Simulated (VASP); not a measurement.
A run of VASP 6.6.1 is set up as follows.

Contents of INCAR:

```
SYSTEM = MoS2
PREC = Accurate ; ENCUT = 520
EDIFF = 1E-6 ; ISMEAR = 0
SIGMA = 0.05 ; LREAL = .FALSE.
LASPH = .TRUE. ; NELM = 80
ALGO = Normal ; ISIF = 2
LWAVE = .FALSE. ; LCHARG = .TRUE.
GGA = PE ; IVDW = 12
LELF = .TRUE. ; LVHAR = .TRUE.
ISYM = 0 ; NBANDS = 49
```

KPOINTS

```
Automatic mesh
0
G
  10 10 2
  0 0 0
```

Contents of POSCAR:

```
MoS2
1.0
   -1.5764743774     -2.7305337185      0.0000000000
    1.5764743774     -2.7305337185      0.0000000000
    0.7882371887     -1.3652668593     17.9896049492
Mo S
3 6
Direct
    1.0000000000      0.5833163642      0.8333672715
    0.3333333333      0.2499830309      0.1667006048
    0.6666666667      0.4166496976      0.5000339382
    1.0000000000      0.7065454368      0.5869091264
    0.3333333333     -0.1267878965      0.9202424598
    0.6666666667      0.5398787701      0.2535757931
    1.0000000000      0.7934631990      0.4130736021
    0.3333333333     -0.0398701344      0.7464069354
    0.6666666667      0.6267965323      0.0797402687
```

Potentials or basis: VASP PAW PBE potentials, release 64 (Mo_sv, S).

Run with:

```bash
$ cat potpaw_PBE.64/Mo_sv/POTCAR potpaw_PBE.64/S/POTCAR > POTCAR
$ mpirun -np 1 vasp_std > vasp.out
```

Problem. What does it give for the pressure?

Solution. 0.3 GPa.

Problem. Predict the largest force.

Solution. 0.383 eV/Å.

Forces in eV/Å, atoms in the order of the input:
```
Mo   0.033  0.019 -0.057
Mo  -0.026 -0.015  0.021
Mo   0.000  0.000  0.004
S    0.000  0.000 -0.017
S    0.192  0.111 -0.292
S   -0.002 -0.001 -0.002
S    0.000  0.000  0.012
S   -0.006 -0.003  0.016
S   -0.190 -0.110  0.314
```

Caveat: the cell differs from its parent crystal (layers slid over each other).
